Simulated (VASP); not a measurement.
# WC (P4/mmm) in VASP: notebook, part 2 of 2

VASP 6.6.1.

## (4) Single point, PBE

This run uses another cell than the first one, of 13.05 Å³/atom, 0.986 times its volume.

Contents of INCAR:

```
SYSTEM = WC
PREC     = Accurate       ! precision mode
ENCUT    = 520            ! plane-wave cutoff, eV
EDIFF    = 1E-6           ! SCF threshold, eV
ISMEAR   = 0              ! smearing method
SIGMA    = 0.1            ! smearing width, eV
LREAL    = .False.        ! projectors in reciprocal space
LASPH    = .True.         ! aspherical terms in the spheres
NELM     = 80             ! most SCF steps
ALGO     = Normal         ! electronic algorithm
ISIF     = 2              ! what is computed and relaxed
LWAVE    = .False.        ! write WAVECAR
LCHARG   = .True.         ! write CHGCAR
GGA      = PE             ! functional
LELF     = .True.         ! ELF
LVHAR    = .True.       
NBANDS   = 16             ! bands
```

Contents of KPOINTS:

```
regular mesh
0
Gamma
  6 6 6
  0 0 0
```

Contents of POSCAR:

```
WC
1.0
    2.9427044769      0.0000000000      0.0000000000
    0.0000000000      2.9427044769      0.0000000000
    0.0000000000      0.0000000000      3.0138681257
W C
1 1
Direct
    0.0000000000      0.0000000000      0.0000000000
    0.5000000000      0.5000000000      0.0000000000
```

Potentials or basis: VASP PAW PBE potentials, release 64 (W_sv, C).

Run with:

```console
cat potpaw_PBE.64/W_sv/POTCAR potpaw_PBE.64/C/POTCAR > POTCAR
mpirun -np 1 vasp_std > vasp.out
```

OUTCAR:

```text
SYSTEM = WC
   PREC = Accurate
   ENCUT = 520
   EDIFF = 1E-6
   ISMEAR = 0
   LREAL = .False.
   LASPH = .True.
   NELM = 80
   ISIF = 2
   GGA = PE

 ion  position               nearest neighbor table
   1  0.000  0.000  0.000-   2 2.08   2 2.08   2 2.08   2 2.08
   2  0.500  0.500  0.000-   1 2.08   1 2.08   1 2.08   1 2.08

  LATTYP: Found a simple tetragonal cell.
 ALAT       =     2.9427044769
 C/A-ratio  =     1.0241830769

  Lattice vectors:

 A1 = (   2.9427044769,   0.0000000000,   0.0000000000)
 A2 = (   0.0000000000,   2.9427044769,   0.0000000000)
 A3 = (   0.0000000000,   0.0000000000,   3.0138681257)

Analysis of symmetry for initial positions (statically):
=====================================================================
 Subroutine PRICEL returns:
 Original cell was already a primitive cell.

 Routine SETGRP: Setting up the symmetry group for a
 simple tetragonal supercell.

 Subroutine GETGRP returns: Found 16 space group operations
 (whereof 16 operations were pure point group operations)
 out of a pool of 16 trial point group operations.

The static configuration has the point symmetry D_4h.

Analysis of symmetry for dynamics (positions and initial velocities):
=====================================================================
 Subroutine PRICEL returns:
 Original cell was already a primitive cell.

 Routine SETGRP: Setting up the symmetry group for a
 simple tetragonal supercell.

 Subroutine GETGRP returns: Found 16 space group operations
 (whereof 16 operations were pure point group operations)
 out of a pool of 16 trial point group operations.

The dynamic configuration has the point symmetry D_4h.

 Subroutine INISYM returns: Found 16 space group operations
 (whereof 16 operations are pure point group operations),
 and found     1 'primitive' translations

----------------------------------------------------------------------------------------

                                     Primitive cell

  volume of cell :      26.0986

  direct lattice vectors                    reciprocal lattice vectors
     2.942704477  0.000000000  0.000000000     0.339823454  0.000000000  0.000000000
     0.000000000  2.942704477  0.000000000     0.000000000  0.339823454  0.000000000
     0.000000000  0.000000000  3.013868126     0.000000000  0.000000000  0.331799521

  length of vectors
     2.942704477  2.942704477  3.013868126     0.339823454  0.339823454  0.331799521

  position of ions in fractional coordinates (direct lattice)
     0.000000000  0.000000000  0.000000000
     0.500000000  0.500000000  0.000000000

  ion indices of the primitive-cell ions
   primitive index   ion index
                 1           1
                 2           2

----------------------------------------------------------------------------------------

 KPOINTS: regular mesh

Automatic generation of k-mesh.
 Grid dimensions read from file:
 generate k-points for:    6    6    6

 Generating k-lattice:

  Cartesian coordinates                     Fractional coordinates (reciprocal lattice)
     0.056637242  0.000000000  0.000000000     0.166666667  0.000000000  0.000000000
     0.000000000  0.056637242  0.000000000     0.000000000  0.166666667  0.000000000
     0.000000000  0.000000000  0.055299920     0.000000000  0.000000000  0.166666667

  Length of vectors
     0.056637242  0.056637242  0.055299920

  Shift w.r.t. Gamma in fractional coordinates (k-lattice)
     0.000000000  0.000000000  0.000000000

 Subroutine IBZKPT returns following result:
 ===========================================

 Found     40 irreducible k-points:

 Following reciprocal coordinates:
            Coordinates               Weight
  0.000000  0.000000  0.000000      1.000000
  0.166667  0.000000  0.000000      4.000000
  0.333333  0.000000  0.000000      4.000000
  0.500000  0.000000  0.000000      2.000000
  0.166667  0.166667  0.000000      4.000000
  0.333333  0.166667  0.000000      8.000000
[... 16 lines left out ...]
  0.333333  0.000000  0.333333      8.000000
  0.500000  0.000000  0.333333      4.000000
 [... further k-points ...]
   k-points           NKPTS =     40   k-points in BZ     NKDIM =     40   number of bands    NBANDS=     16
   number of dos      NEDOS =    301   number of ions     NIONS =      2
   total plane-waves  NPLWV =  13824
   dimension x,y,z NGX =    24 NGY =   24 NGZ =   24
   dimension x,y,z NGXF=    48 NGYF=   48 NGZF=   48
   ions per type =               1   1
   NGX,Y,Z   is equivalent  to a cutoff of  13.56, 13.56, 13.24 a.u.
   NGXF,Y,Z  is equivalent  to a cutoff of  27.12, 27.12, 26.48 a.u.
 SYSTEM =  WC
   PREC   = accura    normal or accurate (medium, high low for compatibility)
   ISTART =      0    job   : 0-new  1-cont  2-samecut
   ICHARG =      2    charge: 1-file 2-atom 10-const
   ISPIN  =      1    spin polarized calculation?
   LNONCOLLINEAR =      F non collinear calculations
   LSORBIT =      F    spin-orbit coupling
   LASPH  =      T    aspherical Exc in radial PAW
   ENCUT  =  520.0 eV  38.22 Ry    6.18 a.u.   5.47  5.47  5.60*2*pi/ulx,y,z
   NELM   =     80;   NELMIN=  2; NELMDL= -5     # of ELM steps
   EDIFF  = 0.1E-05   stopping-criterion for ELM
   LREAL  =      F    real-space projection
   EDIFFG = 0.1E-04   stopping-criterion for IOM
   NSW    =      0    number of steps for IOM
   IBRION =     -1    ionic relax: 0-MD 1-quasi-New 2-CG
   NFREE  =      0    steps in history (QN), initial steepest desc. (CG)
   ISIF   =      2    stress and relaxation
   ISYM   =      2    0-nonsym 1-usesym 2-fastsym
   POTIM  = 0.5000    time-step for ionic-motion
   TEBEG  =    0.0;   TEEND  =   0.0 temperature during run
   PSTRESS=    0.0 pullay stress
   NELECT =      18.0000    total number of electrons
   NUPDOWN=      -1.0000    fix difference up-down
   EMIN   =  10.00;   EMAX   =-10.00  energy-range for DOS
   EFERMI =   0.00;   METHOD = LEGACY
   ISMEAR =     0;   SIGMA  =   0.10  broadening in eV -4-tet -1-fermi 0-gaus
   EFERMI_NEDOS =   21; number of points for ismear=-14 and -15
   IALGO  =     38    algorithm
   IMIX   =      4    mixing-type and parameters
     AMIX     =   0.40;   BMIX     =  1.00
     AMIX_MAG =   1.60;   BMIX_MAG =  1.00
  volume/ion in A,a.u.               =      13.05        88.06
  Fermi-wavevector in a.u.,A,eV,Ry     =   1.446416  2.733329 28.465002  2.092119
  Thomas-Fermi vector in A             =   2.564487
   LORBIT       =      0    0 simple, 1 ext, 2 COOP (PROOUT), +10 PAW based schemes
   GGA     = PE    functional components
   LHFCALC =     F    Hartree Fock is set to
   AEXX    =    0.0000 exact exchange contribution
   IVDW    =     0    specifies the selected vdW correction
   LEPSILON=     F    determine dielectric tensor
   LRPA    =     F    only Hartree local field effects (RPA)
 non-spin polarized calculation
 Gauss-broadening in eV      SIGMA  =   0.10
  energy-cutoff  :      520.00
  volume of cell :       26.10
 maximum number of plane-waves:       723
 NGX is ok and might be reduce to    24
   NGX = 11   NGY = 11   NGZ = 11

 number of electron      18.0000002 magnetization

 Free energy of the ion-electron system (eV)
  ---------------------------------------------------
  ext. energy  EPLUGINS =         0.00000000
  ---------------------------------------------------
  free energy    TOTEN  =       -20.70654736 eV

  energy without entropy =      -20.69854531  energy(sigma->0) =      -20.70254634

 E-fermi :   8.3175     XC(G=0): -12.3296

 val. band max:        8.2847918963   @ k =   0.5000   0.3333   0.1667
 cond. band min:       8.3190242704   @ k =   0.0000   0.0000   0.3333
 fundamental gap:      0.0342323741
 Fermi energy:         8.3175019664

 k-point     1 :       0.0000    0.0000    0.0000
  band No.  band energies     occupation
      1     -66.1012      2.00000
      2     -30.1803      2.00000
      3     -30.1803      2.00000
      4     -30.0709      2.00000
      5      -5.3642      2.00000
      6       4.2480      2.00000
[... 8 lines left out ...]
     15      21.9780      0.00000
     16      24.0186      0.00000
[... 419 lines left out ...]
 k-point    24 :       0.5000    0.0000    0.3333
  band No.  band energies     occupation
      1     -66.0635      2.00000
      2     -30.6778      2.00000
      3     -30.2793      2.00000
      4     -30.0899      2.00000
      5      -0.9889      2.00000
      6       0.8185      2.00000
[... 8 lines left out ...]
     15      20.3075      0.00000
     16      22.8676      0.00000

 [... further k-points ...]
[... 5 lines left out ...]
  --------------------------------------------------------------------------------------
  -------------------------------------------------------------------------------------
  Total        0.0945546      0.0945546      0.0193009      0.0000000      0.0000000      0.0000000
  in kB        5.8046472      5.8046472      1.1848687      0.0000000      0.0000000      0.0000000
  external PRESSURE =       4.2647210 kB  Pullay stress =       0.0000000 kB

 VOLUME and BASIS-vectors are now :
 -----------------------------------------------------------------------------
  energy-cutoff  :      520.00
  volume of cell :       26.10
      direct lattice vectors                 reciprocal lattice vectors
     2.942704477  0.000000000  0.000000000     0.339823454  0.000000000  0.000000000
     0.000000000  2.942704477  0.000000000     0.000000000  0.339823454  0.000000000
     0.000000000  0.000000000  3.013868126     0.000000000  0.000000000  0.331799521

 POSITION                                       TOTAL-FORCE (eV/Angst)
 -----------------------------------------------------------------------------------
      0.00000      0.00000      0.00000         0.000000      0.000000      0.000000
      1.47135      1.47135      0.00000         0.000000      0.000000      0.000000
 -----------------------------------------------------------------------------------
    total drift:                                0.000000     -0.000000     -0.000000

  FREE ENERGIE OF THE ION-ELECTRON SYSTEM (eV)
  ---------------------------------------------------
  free  energy   TOTEN  =       -20.7065473638 eV

  energy  without entropy=      -20.6985453121  energy(sigma->0) =      -20.70254634
```

It took 6.2 s on 1 thread of Intel Xeon 6975P-C (Granite Rapids), shared host; peak memory 0.14 GiB.

What came out:

- Free energy: -20.7065 eV
- Pressure: 0.4 GPa
- Band gap on the k mesh: zero (band 9 reaches 9.21 eV, above the bottom of band 10 at 6.42 eV)

Levels at points of the mesh, in eV from the Fermi level:
```
           k point  band 6  band 7  band 8  band 9  band 10  band 11  band 12  band 13
(0.00, 0.00, 0.00)   -4.07   -4.00   -0.21   -0.21     0.19     1.35     2.29     2.29
(0.50, 0.00, 0.00)   -8.06   -5.44   -3.11   -2.58     2.65     3.43     5.87     6.48
(0.50, 0.50, 0.00)   -2.98   -2.98   -2.28    0.20     0.20     1.26     4.22     6.80
(0.00, 0.00, 0.50)   -4.84   -3.49    0.23    0.23     0.28     0.28     1.54     4.27
(0.50, 0.00, 0.50)   -7.32   -6.22   -5.15    0.89     2.35     3.23     4.31     5.61
(0.50, 0.50, 0.50)   -3.01   -3.01   -1.93   -1.93    -1.90     3.81     4.34     7.33
```

Caveat: spin-orbit coupling is left out, which moves the levels of the heavy elements.

## (5) Relaxation of cell and atoms, PBE

This run uses another cell than the first one, of 14.70 Å³/atom, 1.111 times its volume.

Contents of INCAR:

```
ALGO     = Normal         # electronic algorithm
EDIFF    = 1E-7           # SCF threshold, eV
EDIFFG   = -0.04          # ionic threshold
ENCUT    = 600            # plane-wave cutoff, eV
GGA      = PE             # functional
IBRION   = 2              # ionic algorithm
ISIF     = 3              # what is computed and relaxed
ISMEAR   = 0              # smearing method
LASPH    = True           # aspherical terms in the spheres
LCHARG   = False          # write CHGCAR
LREAL    = False          # projectors in reciprocal space
LWAVE    = False          # write WAVECAR
NELM     = 80             # most SCF steps
NSW      = 90             # ionic steps
PREC     = Accurate       # precision mode
SIGMA    = 0.1            # smearing width, eV
```

Contents of KPOINTS:

```
k-points
0
Gamma
  6 6 4
```

Contents of POSCAR:

```
WC
1.0
    2.7110221200      0.0000000000      0.0000000000
    0.0000000000      2.7110221200      0.0000000000
    0.0000000000      0.0000000000      3.9999374600
W C
1 1
Direct
    0.0000000000      0.0000000000      0.0000000000
    0.5000000000      0.5000000000      0.0000000000
```

Run with:

```console
cat potpaw_PBE.64/W_sv/POTCAR potpaw_PBE.64/C/POTCAR > POTCAR
mpirun -np 1 vasp_std > vasp.out
```

It took 76 s on 1 thread of Intel Xeon 6975P-C (Granite Rapids), shared host; peak memory 0.17 GiB.

The run converged. Its results:

```
Free energy                            : -20.6427 eV
Relaxed volume                         : 13.23 Å³/atom
Relaxed cell                           : a = 2.940 Å, b = 2.940 Å, c = 3.060 Å, α = 90.00°, β = 90.00°, γ = 90.00°
Space group after relaxing (to 0.05 Å) : P4/mmm (No. 123)
Energy gained by relaxing              : 963.3 meV/atom
Ionic steps                            : 15
Pressure after relaxing                : 0.3 GPa
Band gap on the k mesh                 : zero (band 9 reaches 9.13 eV, above the bottom of band 10 at 6.30 eV)
```

Stress tensor (GPa, compression positive):
```
0.21 0.00 0.00
0.00 0.21 0.00
0.00 0.00 0.33
```

The path:
```
step  energy change (eV)  largest force (eV/Å)  pressure (GPa)  volume (Å³)
   1              0.0000                0.0000           62.04        29.40
   2              6.1273                0.0000          -36.32        57.41
   3             -1.1774                0.0000          -20.18        36.14
   4             -1.3392                0.0000           -9.55        34.60
   5             -1.3524                0.0000           -4.70        34.02
   6             -1.3522                0.0000           -5.54        34.12
   7             -1.5145                0.0000           -6.21        32.22
   8             -1.7873                0.0000           -5.50        29.11
   9             -1.3267                0.0000           26.67        22.85
  10             -1.9034                0.0000           -3.16        27.48
  11             -1.9243                0.0000            0.65        26.26
  12             -1.9263                0.0000           -0.64        26.62
  13             -1.9266                0.0000           -0.12        26.47
  14             -1.9260                0.0000            1.37        26.42
  15             -1.9267                0.0000            0.25        26.46
```

Final structure:
```
CELL_PARAMETERS angstrom
2.94024 0.00000 0.00000
0.00000 2.94024 0.00000
0.00000 0.00000 3.06032
ATOMIC_POSITIONS crystal
W 0.00000 0.00000 0.00000
C 0.50000 0.50000 0.00000
```

Levels at points of the mesh, in eV from the Fermi level:
| k point | band 7 | band 8 | band 9 | band 10 | band 11 | band 12 |
| --- | --- | --- | --- | --- | --- | --- |
| (0.00, 0.00, 0.00) | -3.74 | -0.14 | -0.14 | 0.12 | 1.41 | 2.33 |
| (0.50, 0.00, 0.00) | -5.39 | -2.72 | -2.62 | 2.71 | 3.50 | 5.91 |
| (0.50, 0.50, 0.00) | -2.87 | -1.85 | 0.20 | 0.20 | 1.22 | 4.27 |
| (0.00, 0.00, 0.50) | -3.49 | 0.25 | 0.25 | 0.53 | 0.53 | 1.56 |
| (0.50, 0.00, 0.50) | -5.99 | -5.14 | 1.14 | 2.56 | 3.25 | 4.52 |
| (0.50, 0.50, 0.50) | -2.75 | -1.92 | -1.92 | -1.69 | 3.83 | 4.38 |

Caveat: the k points lie up to 0.51 Å⁻¹ apart in the final cell; spin-orbit coupling is left out, which moves the levels of the heavy elements.

## (6) Relaxation of cell and atoms, PBE

Contents of INCAR:

```
  PREC = Accurate
  ENCUT = 600
  EDIFF = 1E-6
  ISMEAR = 0
  SIGMA = 0.1
  LREAL = F
  LASPH = T
  NELM = 100
  ALGO = Normal
  ISIF = 3
  LWAVE = F
  LCHARG = F
  GGA = PE
  IBRION = 2
  NSW = 90
  EDIFFG = -0.04
```

Contents of KPOINTS:

```
regular mesh
0
Gamma
  6 6 6
```

Contents of POSCAR:

```
WC
1.0
    2.9391464418      0.0000000000      0.0000000000
    0.0000000000      2.9391464418      0.0000000000
    0.0000000000      0.0000000000      3.0634289433
W C
1 1
Direct
    0.0000000000      0.0000000000      0.0000000000
    0.5000000000      0.5000000000      0.0000000000
```

Potentials or basis: VASP PAW PBE potentials, release 64 (W_sv, C).

Run with:

```console
cat potpaw_PBE.64/W_sv/POTCAR potpaw_PBE.64/C/POTCAR > POTCAR
mpirun -np 1 vasp_std > vasp.out
```

Run time: 22 s. Hardware: 1 thread of Intel Xeon 6975P-C (Granite Rapids), shared host; peak memory 0.15 GiB.

The run converged. Its results:

- Free energy: -20.7076 eV
- Relaxed volume: 13.07 Å³/atom
- Relaxed cell: a = 2.945 Å, b = 2.945 Å, c = 3.013 Å, α = 90.00°, β = 90.00°, γ = 90.00°
- Space group after relaxing (to 0.05 Å): P4/mmm (No. 123)
- Energy gained by relaxing: 3.1 meV/atom
- Ionic steps: 5
- Pressure after relaxing: -0.1 GPa
- Band gap on the k mesh: zero (band 9 reaches 9.18 eV, above the bottom of band 10 at 6.41 eV)

Stress tensor (GPa, compression positive):
```
-0.24  0.00  0.00
 0.00 -0.24  0.00
 0.00  0.00  0.09
```

The path:
```tsv
step	energy change (eV)	largest force (eV/Å)	pressure (GPa)	volume (Å³)
1	0.0000	0.0000	-0.14	26.46
2	-0.0010	0.0000	-3.84	26.41
3	-0.0042	0.0000	-2.22	26.44
4	-0.0037	0.0000	2.28	25.81
5	-0.0062	0.0000	-0.13	26.14
```

Final structure:
```yaml
crystal:
  lattice:
    - [2.94510, 0.00000, 0.00000]
    - [0.00000, 2.94510, 0.00000]
    - [0.00000, 0.00000, 3.01333]
  atoms:
    - { symbol: W, position: [0.00000, 0.00000, 0.00000] }
    - { symbol: C, position: [0.50000, 0.50000, 0.00000] }
```

Levels at points of the mesh, in eV from the Fermi level:
| k point | band 7 | band 8 | band 9 | band 10 | band 11 | band 12 |
| --- | --- | --- | --- | --- | --- | --- |
| (0.00, 0.00, 0.00) | -3.99 | -0.21 | -0.21 | 0.20 | 1.35 | 2.28 |
| (0.50, 0.00, 0.00) | -5.43 | -3.11 | -2.56 | 2.64 | 3.42 | 5.85 |
| (0.50, 0.50, 0.00) | -2.98 | -2.29 | 0.21 | 0.21 | 1.27 | 4.20 |
| (0.00, 0.00, 0.50) | -3.47 | 0.23 | 0.23 | 0.27 | 0.27 | 1.53 |
| (0.50, 0.00, 0.50) | -6.21 | -5.14 | 0.88 | 2.35 | 3.22 | 4.30 |
| (0.50, 0.50, 0.50) | -3.01 | -1.93 | -1.93 | -1.90 | 3.80 | 4.32 |

Caveat: spin-orbit coupling is left out, which moves the levels of the heavy elements.

## (7) Overview

| task | cell | k mesh | cutoff (eV) | gap on the mesh (eV) | pressure (GPa) | relaxed volume (Å³/atom) |
| --- | --- | --- | --- | --- | --- | --- |
| single point | a = 2.939, b = 2.939, c = 3.063 Å, 2 atoms | 6 × 6 × 4 | 520 | none | 0.4 | - |
| single point | a = 2.711, b = 2.711, c = 4.000 Å, 2 atoms | 6 × 6 × 4 | 520 | none | 62.1 | - |
| single point | a = 2.943, b = 2.943, c = 3.014 Å, 2 atoms | 6 × 6 × 6 | 520 | none | 0.4 | - |
| relaxation of cell and atoms | relaxed from a = 2.711, b = 2.711, c = 4.000 Å, 2 atoms | 6 × 6 × 4 | 600 | none | 0.3 | 13.23 |
| relaxation of cell and atoms | relaxed from a = 2.939, b = 2.939, c = 3.063 Å, 2 atoms | 6 × 6 × 6 | 600 | none | -0.1 | 13.07 |

Alike in all rows: level PBE; potentials or basis VASP PAW PBE potentials, release 64 (W_sv, C); no spin polarisation; smearing gaussian 0.1 eV.

Caveats: some runs use coarse meshes; spin-orbit coupling is left out, which moves the levels of the heavy elements.

Total energies depend on the potentials used, so only differences within one code and one set of settings carry meaning.
